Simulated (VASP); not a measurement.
# Sn2TeO2 (P-3m1) in VASP: further runs

The runs below take Sn2TeO2 through single point, relaxation of cell and atoms, with PBE.

Program: VASP 6.6.1. These are calculated values, not measurements. Logs are shortened: lines on timing, memory, paths and dates and some standing lists are left out, and cuts for length are marked.

## (1) The cell of the first run

It takes space group P-3m1 (No. 164, trigonal). The conventional cell has a = 4.069 Å, b = 4.069 Å, c = 6.769 Å, α = 90.00°, β = 90.00°, γ = 120.00°. Within 2.8 Å of Sn (site symmetry 3m) lie 4 O at 2.11 to 2.43 Å. Within 4.1 Å of Te (site symmetry -3m) lie 6 Sn at 3.10 Å and 6 O at 3.54 Å and 6 Te at 4.07 Å. Within 2.8 Å of O (site symmetry 3m) lie 4 Sn at 2.11 to 2.43 Å and 3 O at 2.78 Å.

## (2) Single point, PBE

The input, INCAR:

```
  PREC = Accurate
  ENCUT = 520
  EDIFF = 1E-6
  ISMEAR = 0
  SIGMA = 0.1
  LREAL = F
  LASPH = T
  NELM = 100
  ALGO = Normal
  ISIF = 2
  LWAVE = F
  LCHARG = F
  GGA = PE
  NBANDS = 31
```

The input, KPOINTS:

```
regular mesh
0
Gamma
  6 6 4
```

The input, POSCAR:

```
Sn2TeO2
1.0
    4.0688430371      0.0000000000      0.0000000000
   -2.0344215186      3.5237214342      0.0000000000
    0.0000000000      0.0000000000      6.7694676696
Sn Te O
2 1 2
Direct
    0.3333333333      0.6666666667      0.2985646881
    0.6666666667      0.3333333333      0.7014353119
    0.0000000000      0.0000000000      0.0000000000
    0.3333333333      0.6666666667      0.6097741524
    0.6666666667      0.3333333333      0.3902258476
```

Potentials or basis: VASP PAW PBE potentials, release 64 (Sn_d, Te, O).

Started as:

```
$ cat potpaw_PBE.64/Sn_d/POTCAR potpaw_PBE.64/Te/POTCAR potpaw_PBE.64/O/POTCAR > POTCAR
$ mpirun -np 1 vasp_std > vasp.out
```

OUTCAR:

```text
PREC = Accurate
   ENCUT = 520
   EDIFF = 1E-6
   ISMEAR = 0
   LREAL = F
   LASPH = T
   NELM = 100
   ISIF = 2
   GGA = PE

 ion  position               nearest neighbor table
   1  0.333  0.667  0.299-   4 2.11   5 2.43   5 2.43   5 2.43   3 3.10   3 3.10   3 3.10   2 3.60
                             2 3.60   2 3.60
   2  0.667  0.333  0.701-   5 2.11   4 2.43   4 2.43   4 2.43   3 3.10   3 3.10   3 3.10   1 3.60
                             1 3.60   1 3.60
   3  0.000  0.000  0.000-   1 3.10   2 3.10   2 3.10   1 3.10   2 3.10   1 3.10
   4  0.333  0.667  0.610-   1 2.11   2 2.43   2 2.43   2 2.43
   5  0.667  0.333  0.390-   2 2.11   1 2.43   1 2.43   1 2.43

  LATTYP: Found a hexagonal cell.
 ALAT       =     4.0688430371
 C/A-ratio  =     1.6637328125

  Lattice vectors:

 A1 = (   4.0688430371,   0.0000000000,   0.0000000000)
 A2 = (  -2.0344215186,   3.5237214342,   0.0000000000)
 A3 = (   0.0000000000,   0.0000000000,   6.7694676696)

Analysis of symmetry for initial positions (statically):
=====================================================================
 Subroutine PRICEL returns:
 Original cell was already a primitive cell.

 Routine SETGRP: Setting up the symmetry group for a
 hexagonal supercell.

 Subroutine GETGRP returns: Found 12 space group operations
 (whereof 12 operations were pure point group operations)
 out of a pool of 24 trial point group operations.

The static configuration has the point symmetry D_3d.

Analysis of symmetry for dynamics (positions and initial velocities):
=====================================================================
 Subroutine PRICEL returns:
 Original cell was already a primitive cell.

 Routine SETGRP: Setting up the symmetry group for a
 hexagonal supercell.

 Subroutine GETGRP returns: Found 12 space group operations
 (whereof 12 operations were pure point group operations)
 out of a pool of 24 trial point group operations.

The dynamic configuration has the point symmetry D_3d.

 Subroutine INISYM returns: Found 12 space group operations
 (whereof 12 operations are pure point group operations),
 and found     1 'primitive' translations

----------------------------------------------------------------------------------------

                                     Primitive cell

  volume of cell :      97.0570

  direct lattice vectors                    reciprocal lattice vectors
     4.068843037  0.000000000  0.000000000     0.245770110  0.141895439  0.000000000
    -2.034421519  3.523721434  0.000000000     0.000000000  0.283790878  0.000000000
     0.000000000  0.000000000  6.769467670     0.000000000  0.000000000  0.147722103

  length of vectors
     4.068843037  4.068843037  6.769467670     0.283790878  0.283790878  0.147722103

  position of ions in fractional coordinates (direct lattice)
     0.333333333  0.666666667  0.298564688
     0.666666667  0.333333333  0.701435312
     0.000000000  0.000000000  0.000000000
     0.333333333  0.666666667  0.609774152
     0.666666667  0.333333333  0.390225848

  ion indices of the primitive-cell ions
   primitive index   ion index
                 1           1
                 2           2
                 3           3
                 4           4
                 5           5

----------------------------------------------------------------------------------------

 KPOINTS: regular mesh

Automatic generation of k-mesh.
 Grid dimensions read from file:
 generate k-points for:    6    6    4

 Generating k-lattice:

  Cartesian coordinates                     Fractional coordinates (reciprocal lattice)
     0.040961685  0.023649240  0.000000000     0.166666667  0.000000000  0.000000000
     0.000000000  0.047298480  0.000000000     0.000000000  0.166666667  0.000000000
     0.000000000  0.000000000  0.036930526     0.000000000  0.000000000  0.250000000

  Length of vectors
     0.047298480  0.047298480  0.036930526

  Shift w.r.t. Gamma in fractional coordinates (k-lattice)
     0.000000000  0.000000000  0.000000000

 Subroutine IBZKPT returns following result:
 ===========================================

 Found     24 irreducible k-points:

 Following reciprocal coordinates:
            Coordinates               Weight
  0.000000  0.000000  0.000000      1.000000
  0.166667 -0.000000  0.000000      6.000000
  0.333333 -0.000000  0.000000      6.000000
  0.500000 -0.000000  0.000000      3.000000
  0.166667  0.166667  0.000000      6.000000
  0.333333  0.166667  0.000000     12.000000
[... 16 lines left out ...]
  0.333333  0.166667  0.500000     12.000000
  0.333333  0.333333  0.500000      2.000000
   k-points           NKPTS =     24   k-points in BZ     NKDIM =     24   number of bands    NBANDS=     31
   number of dos      NEDOS =    301   number of ions     NIONS =      5
   total plane-waves  NPLWV =  45000
   dimension x,y,z NGX =    30 NGY =   30 NGZ =   50
   dimension x,y,z NGXF=    60 NGYF=   60 NGZF=  100
   ions per type =               2   1   2
   NGX,Y,Z   is equivalent  to a cutoff of  12.26, 12.26, 12.28 a.u.
   NGXF,Y,Z  is equivalent  to a cutoff of  24.51, 24.51, 24.56 a.u.
 SYSTEM =  unknown system
   PREC   = accura    normal or accurate (medium, high low for compatibility)
   ISTART =      0    job   : 0-new  1-cont  2-samecut
   ICHARG =      2    charge: 1-file 2-atom 10-const
   ISPIN  =      1    spin polarized calculation?
   LNONCOLLINEAR =      F non collinear calculations
   LSORBIT =      F    spin-orbit coupling
   LASPH  =      T    aspherical Exc in radial PAW
   ENCUT  =  520.0 eV  38.22 Ry    6.18 a.u.   7.57  7.57 12.59*2*pi/ulx,y,z
   NELM   =    100;   NELMIN=  2; NELMDL= -5     # of ELM steps
   EDIFF  = 0.1E-05   stopping-criterion for ELM
   LREAL  =      F    real-space projection
   EDIFFG = 0.1E-04   stopping-criterion for IOM
   NSW    =      0    number of steps for IOM
   IBRION =     -1    ionic relax: 0-MD 1-quasi-New 2-CG
   NFREE  =      0    steps in history (QN), initial steepest desc. (CG)
   ISIF   =      2    stress and relaxation
   ISYM   =      2    0-nonsym 1-usesym 2-fastsym
   POTIM  = 0.5000    time-step for ionic-motion
   TEBEG  =    0.0;   TEEND  =   0.0 temperature during run
   PSTRESS=    0.0 pullay stress
   NELECT =      46.0000    total number of electrons
   NUPDOWN=      -1.0000    fix difference up-down
   EMIN   =  10.00;   EMAX   =-10.00  energy-range for DOS
   EFERMI =   0.00;   METHOD = LEGACY
   ISMEAR =     0;   SIGMA  =   0.10  broadening in eV -4-tet -1-fermi 0-gaus
   EFERMI_NEDOS =   21; number of points for ismear=-14 and -15
   IALGO  =     38    algorithm
   IMIX   =      4    mixing-type and parameters
     AMIX     =   0.40;   BMIX     =  1.00
     AMIX_MAG =   1.60;   BMIX_MAG =  1.00
  volume/ion in A,a.u.               =      19.41       130.99
  Fermi-wavevector in a.u.,A,eV,Ry     =   1.276395  2.412037 22.166397  1.629184
  Thomas-Fermi vector in A             =   2.409054
   LORBIT       =      0    0 simple, 1 ext, 2 COOP (PROOUT), +10 PAW based schemes
   GGA     = PE    functional components
   LHFCALC =     F    Hartree Fock is set to
   AEXX    =    0.0000 exact exchange contribution
   IVDW    =     0    specifies the selected vdW correction
   LEPSILON=     F    determine dielectric tensor
   LRPA    =     F    only Hartree local field effects (RPA)
 non-spin polarized calculation
 Gauss-broadening in eV      SIGMA  =   0.10
  energy-cutoff  :      520.00
  volume of cell :       97.06
 maximum number of plane-waves:      2633
   NGX = 15   NGY = 15   NGZ = 25

 number of electron      46.0000008 magnetization

 Free energy of the ion-electron system (eV)
  ---------------------------------------------------
  ext. energy  EPLUGINS =         0.00000000
  ---------------------------------------------------
  free energy    TOTEN  =       -24.67877247 eV

  energy without entropy =      -24.66900997  energy(sigma->0) =      -24.67389122

 E-fermi :   7.2586     XC(G=0): -10.2688

 val. band max:        7.2577598377   @ k =   0.3333   0.3333   0.0000
 cond. band min:       7.2756709267   @ k =   0.1667   0.1667   0.0000
 fundamental gap:      0.0179110890
 Fermi energy:         7.2586210250

 k-point     1 :       0.0000    0.0000    0.0000
  band No.  band energies     occupation
      1     -14.6197      2.00000
      2     -14.4608      2.00000
      3     -14.4608      2.00000
      4     -14.4580      2.00000
      5     -14.4580      2.00000
      6     -14.4346      2.00000
[... 23 lines left out ...]
     30      12.6194      0.00000
     31      14.6210      0.00000

 k-point     2 :       0.1667   -0.0000    0.0000
  band No.  band energies     occupation
      1     -14.6281      2.00000
      2     -14.4936      2.00000
      3     -14.4548      2.00000
      4     -14.4496      2.00000
      5     -14.4477      2.00000
      6     -14.4230      2.00000
[... 23 lines left out ...]
     30      13.5534      0.00000
     31      13.8993      0.00000

 k-point     3 :       0.3333   -0.0000    0.0000
  band No.  band energies     occupation
      1     -14.6402      2.00000
      2     -14.5516      2.00000
      3     -14.4422      2.00000
      4     -14.4328      2.00000
      5     -14.4256      2.00000
      6     -14.4170      2.00000
[... 23 lines left out ...]
     30      13.4905      0.00000
     31      14.3015      0.00000

 k-point     4 :       0.5000   -0.0000    0.0000
  band No.  band energies     occupation
      1     -14.6425      2.00000
      2     -14.5818      2.00000
      3     -14.4359      2.00000
      4     -14.4240      2.00000
      5     -14.4177      2.00000
      6     -14.4161      2.00000
[... 635 lines left out ...]
     30      13.1233      0.00000
     31      14.4934      0.00000

 k-point    23 :       0.3333    0.1667    0.5000
  band No.  band energies     occupation
      1     -14.6360      2.00000
      2     -14.5823      2.00000
      3     -14.4421      2.00000
      4     -14.4317      2.00000
      5     -14.4152      2.00000
      6     -14.4135      2.00000
[... 23 lines left out ...]
     30      14.1522      0.00000
     31      14.6347      0.00000

 k-point    24 :       0.3333    0.3333    0.5000
  band No.  band energies     occupation
      1     -14.6137      2.00000
      2     -14.6137      2.00000
      3     -14.4452      2.00000
      4     -14.4323      2.00000
      5     -14.4091      2.00000
      6     -14.4091      2.00000
[... 23 lines left out ...]
     30      13.6208      0.00000
     31      15.2999      0.00000

------------------------ aborting loop because EDIFF is reached ----------------------------------------

  FORCE on cell =-STRESS in cart. coord.  units (eV):
  Direction    XX          YY          ZZ          XY          YZ          ZX
  --------------------------------------------------------------------------------------
  -------------------------------------------------------------------------------------
  Total        0.0586651      0.0586651      0.3679670     -0.0000000     -0.0000000      0.0000000
  in kB        0.9684190      0.9684190      6.0742470     -0.0000000     -0.0000000      0.0000000
  external PRESSURE =       2.6703617 kB  Pullay stress =       0.0000000 kB

 VOLUME and BASIS-vectors are now :
 -----------------------------------------------------------------------------
  energy-cutoff  :      520.00
  volume of cell :       97.06
      direct lattice vectors                 reciprocal lattice vectors
     4.068843037  0.000000000  0.000000000     0.245770110  0.141895439  0.000000000
    -2.034421519  3.523721434  0.000000000     0.000000000  0.283790878  0.000000000
     0.000000000  0.000000000  6.769467670     0.000000000  0.000000000  0.147722103

 POSITION                                       TOTAL-FORCE (eV/Angst)
 -----------------------------------------------------------------------------------
     -0.00000      2.34915      2.02112        -0.000000      0.000000     -0.040536
      2.03442      1.17457      4.74834         0.000000     -0.000000      0.040536
      0.00000      0.00000      0.00000        -0.000000     -0.000000      0.000000
     -0.00000      2.34915      4.12785         0.000000     -0.000000      0.066658
      2.03442      1.17457      2.64162        -0.000000      0.000000     -0.066658
 -----------------------------------------------------------------------------------
    total drift:                               -0.000000      0.000000     -0.000000

  FREE ENERGIE OF THE ION-ELECTRON SYSTEM (eV)
  ---------------------------------------------------
  free  energy   TOTEN  =       -24.6787724665 eV

  energy  without entropy=      -24.6690099708  energy(sigma->0) =      -24.67389122
```

Wall time 68 s (1 thread of Intel Xeon 6975P-C (Granite Rapids), shared host); peak memory 0.23 GiB.

What came out:

| Property | Result |
| --- | --- |
| Free energy | -24.6788 eV |
| Pressure | 0.3 GPa |
| Largest force | 0.067 eV/Å |
| Band gap on the k mesh | zero (band 23 reaches 7.29 eV, above the bottom of band 24 at 6.94 eV) |

Forces in eV/Å, atoms in the order of the input:
```
Sn   0.000  0.000 -0.041
Sn   0.000  0.000  0.041
Te   0.000  0.000  0.000
O    0.000  0.000  0.067
O    0.000  0.000 -0.067
```

Stress tensor (GPa, compression positive):
```
0.10 0.00 0.00
0.00 0.10 0.00
0.00 0.00 0.61
```

Caveat: spin-orbit coupling is left out, which moves the levels of the heavy elements.

## (3) Relaxation of cell and atoms, PBE

This run uses another cell than the first one, of 25.88 Å³/atom, 1.333 times its volume.

The input, INCAR:

```
  PREC = Accurate
  ENCUT = 600
  EDIFF = 1E-6
  ISMEAR = 0
  SIGMA = 0.1
  LREAL = F
  LASPH = T
  NELM = 60
  ALGO = Normal
  ISIF = 3
  LWAVE = F
  LCHARG = F
  GGA = PE
  IBRION = 2
  NSW = 90
  EDIFFG = -0.04
```

The input, KPOINTS:

```
regular mesh
0
Gamma
  6 6 2
```

The input, POSCAR:

```
Sn2TeO2
1.0
    4.4669176900      0.0000000000      0.0000000000
   -2.2334588400      3.8684642000      0.0000000000
    0.0000000000      0.0000000000      7.4872184400
Sn Te O
2 1 2
Direct
    0.3333333300      0.6666666700      0.2599999900
    0.6666666700      0.3333333300      0.7400000100
    0.0000000000      0.0000000000      0.0000000000
    0.3333333300      0.6666666700      0.6200000000
    0.6666666700      0.3333333300      0.3800000000
```

Potentials or basis: VASP PAW PBE potentials, release 64 (Sn_d, Te, O).

Started as:

```
$ cat potpaw_PBE.64/Sn_d/POTCAR potpaw_PBE.64/Te/POTCAR potpaw_PBE.64/O/POTCAR > POTCAR
$ mpirun -np 1 vasp_std > vasp.out
```

Wall time 7.7 min (1 thread of Intel Xeon 6975P-C (Granite Rapids), shared host); peak memory 0.3 GiB.

Results (log left out):

```yaml
Free_energy: -24.6781 eV
Relaxed_volume: 19.50 Å³/atom
Relaxed_cell: a = 4.125 Å, b = 4.125 Å, c = 6.618 Å, α = 90.00°, β = 90.00°, γ = 120.00°
Space_group_after_relaxing_to_0.05_Å: P-3m1 (No. 164)
Energy_gained_by_relaxing: 574.5 meV/atom
Ionic_steps: 10
Pressure_after_relaxing: -0.1 GPa
Largest_force_after_relaxing: 0.023 eV/Å
Band_gap_on_the_k_mesh: zero (band 23 reaches 7.25 eV, above the bottom of band 24 at 6.89 eV)
```

Forces in eV/Å, atoms in the order of the input:
```
Sn   0.000  0.000 -0.017
Sn   0.000  0.000  0.017
Te   0.000  0.000  0.000
O    0.000  0.000 -0.023
O    0.000  0.000  0.023
```

Stress tensor (GPa, compression positive):
```
-0.21  0.00  0.00
 0.00 -0.21  0.00
 0.00  0.00  0.07
```

Step by step:
| step | energy change (eV) | largest force (eV/Å) | pressure (GPa) | volume (Å³) |
| --- | --- | --- | --- | --- |
| 1 | 0.0000 | 2.4256 | -12.43 | 129.38 |
| 2 | -2.4899 | 2.1813 | -0.94 | 95.30 |
| 3 | -2.5301 | 1.9435 | 2.96 | 91.51 |
| 4 | -2.7970 | 0.1617 | 4.63 | 92.04 |
| 5 | -2.7971 | 0.1750 | 4.58 | 92.03 |
| 6 | -2.8545 | 0.2956 | -1.92 | 99.48 |
| 7 | -2.8668 | 0.2541 | -0.21 | 97.14 |
| 8 | -2.8713 | 0.0930 | 0.05 | 97.29 |
| 9 | -2.8715 | 0.1036 | 0.09 | 97.33 |
| 10 | -2.8726 | 0.0229 | -0.12 | 97.52 |

Final structure:
```cif
data_structure
_symmetry_space_group_name_H-M 'P 1'
_symmetry_Int_Tables_number 1
_cell_length_a 4.1249
_cell_length_b 4.1249
_cell_length_c 6.6181
_cell_angle_alpha 90.000
_cell_angle_beta 90.000
_cell_angle_gamma 120.000
_cell_volume 97.52
loop_
_atom_site_label
_atom_site_type_symbol
_atom_site_fract_x
_atom_site_fract_y
_atom_site_fract_z
_atom_site_occupancy
Sn1 Sn 0.33333 0.66667 0.29669 1
Sn2 Sn 0.66667 0.33333 0.70331 1
Te1 Te 0.00000 0.00000 0.00000 1
O1 O 0.33333 0.66667 0.61379 1
O2 O 0.66667 0.33333 0.38621 1
```

Levels at points of the mesh, in eV from the Fermi level:
| k point | band 19 | band 20 | band 21 | band 22 | band 23 | band 24 | band 25 | band 26 | band 27 |
| --- | --- | --- | --- | --- | --- | --- | --- | --- | --- |
| (0.00, 0.00, 0.00) | -2.98 | -2.98 | -2.68 | -0.97 | -0.97 | 1.54 | 2.61 | 3.40 | 3.40 |
| (0.50, 0.00, 0.00) | -3.15 | -2.99 | -2.22 | -2.11 | -1.51 | 1.06 | 2.73 | 3.38 | 4.42 |
| (0.00, 0.00, 0.50) | -2.98 | -2.98 | -0.95 | -0.95 | -0.48 | 1.33 | 2.42 | 2.42 | 2.98 |
| (0.50, 0.00, 0.50) | -3.86 | -3.51 | -1.70 | -1.67 | -1.42 | 0.58 | 2.08 | 3.92 | 4.25 |

Caveat: the k points lie up to 0.47 Å⁻¹ apart in the final cell; the volume moved by over 15 % at a fixed basis, so the end points are rough; spin-orbit coupling is left out, which moves the levels of the heavy elements.

[end of part 1 of 2]
